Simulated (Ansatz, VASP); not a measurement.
Two plane-wave programs on GaN

```
Ga N
1.0
     0.02107    2.25350    2.25350
     2.25350    0.02107    2.25350
     2.27457    2.27457    0.00000
Ga N
1 1
Cartesian
  0.0000 0.0000 0.0000
  3.4119 3.4119 3.3803
```

Change from the starting cell: strain +0.0187 x Voigt [0, 0, 0, 0, 0, 1], atoms carried along.

Alike in both runs: task single point; functional r2SCAN; k mesh 10 × 10 × 10; occupations gaussian, width 0.05 eV; no spin polarisation.

|  | VASP | Ansatz |
| --- | --- | --- |
| version | VASP 6.6.1 | Ansatz 0.2.0 |
| potentials or method | VASP PAW PBE potentials, release 64 (Ga_d, N), cutoff 520 eV | scalar-relativistic, plane waves, PAW |
| valence electrons in the cell | 18 | 18 |

Ansatz gave:

| Quantity | Value |
| --- | --- |
| gap on the k mesh at the Fermi level (eV) | 2.08 |
| least direct gap on the mesh (eV) | 2.08 |
| pressure (GPa) | -1.1 |
| traceless stress, the component that is largest in VASP (GPa) | -3.68 |
| rms of the force components (eV/Å) | 0.087 |

Q: Which values does VASP return?

A: gap on the k mesh at the Fermi level (eV): 2.07; least direct gap on the mesh (eV): 2.07; pressure (GPa): 0.0; traceless stress, the component that is largest in VASP (GPa): -3.72; rms of the force components (eV/Å): 0.091.

VASP's potentials were made for PBE, not for r2SCAN. Atom by atom the forces differ by 0.003 eV/Å (rms over components). With one functional, cell and mesh, what is left measures potentials, basis and numerics.
